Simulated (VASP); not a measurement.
Wanted: the native input for a VASP 6.6.1 run.

```
Task                   : single point
Functional             : PBEsol
Potentials or basis    : VASP PAW PBE potentials, release 64 (C)
Cutoff                 : 520 eV
k mesh                 : 6 × 6 × 6
Occupations            : gaussian, width 0.05 eV
Spin                   : no spin polarisation
Dipole correction      : no
Further INCAR settings : LREAL = Auto; ALGO = Normal; EDIFF = 1e-06; NBANDS = 43
```

The structure of C (a cell with a defect) lies in POSCAR:

```
C
1.0
    0.0000000000      3.5537981836     -3.5537981836
   -3.5537981836      0.0000000000     -3.5537981836
   -3.5537981836      3.5537981836      0.0000000000
C
15
Direct
    0.2500000000      0.7500000000      0.2500000000
    0.7500000000      0.2500000000      0.2500000000
    0.2500000000      0.2500000000      0.2500000000
    0.7500000000      0.7500000000      0.7500000000
    0.2500000000      0.7500000000      0.7500000000
    0.7500000000      0.2500000000      0.7500000000
    0.2500000000      0.2500000000      0.7500000000
    0.8750000000      0.3750000000      0.3750000000
    0.3750000000      0.3750000000      0.3750000000
    0.8728102206      0.8728102206      0.1918795588
    0.3750000000      0.8750000000      0.3750000000
    0.8750000000      0.3750000000      0.8750000000
    0.3750000000      0.3750000000      0.8750000000
    0.8750000000      0.8750000000      0.8750000000
    0.3750000000      0.8750000000      0.8750000000
```

This cell differs from its parent crystal: atom 10 moved 0.500 of the way to it and -0.525 Å across, host rigid.

These files were run (other wordings do the same):

INCAR

```
PREC = Accurate
ENCUT = 520
EDIFF = 1E-6
ISMEAR = 0
SIGMA = 0.05
LREAL = Auto
LASPH = T
NELM = 80
ALGO = Normal
ISIF = 2
LWAVE = F
LCHARG = F
GGA = PS
NBANDS = 43
```

KPOINTS

```
Automatic mesh
0
Gamma
  6 6 6
```

Potentials or basis: VASP PAW PBE potentials, release 64 (C).

Launch:

```console
$ cat potpaw_PBE.64/C/POTCAR > POTCAR
$ mpirun -np 1 vasp_std > vasp.out
```

Results of the run:

```json
{
  "Pressure": "-6.5 GPa",
  "Largest force": "6.392 eV/Å",
  "Band gap on the k mesh": "zero (band 30 reaches 10.75 eV, above the bottom of band 31 at 9.08 eV)"
}
```

Caveat: the cell differs from its parent crystal (atom 10 moved 0.500 of the way to it and -0.525 Å across, host rigid); the PAW data sets were made with another functional, which shifts forces and pressure a little.

Run time: 4.3 min on 1 thread of Intel(R) Xeon(R) 6975P-C (Granite Rapids), with other jobs on the host, peak memory 0.32 GiB.
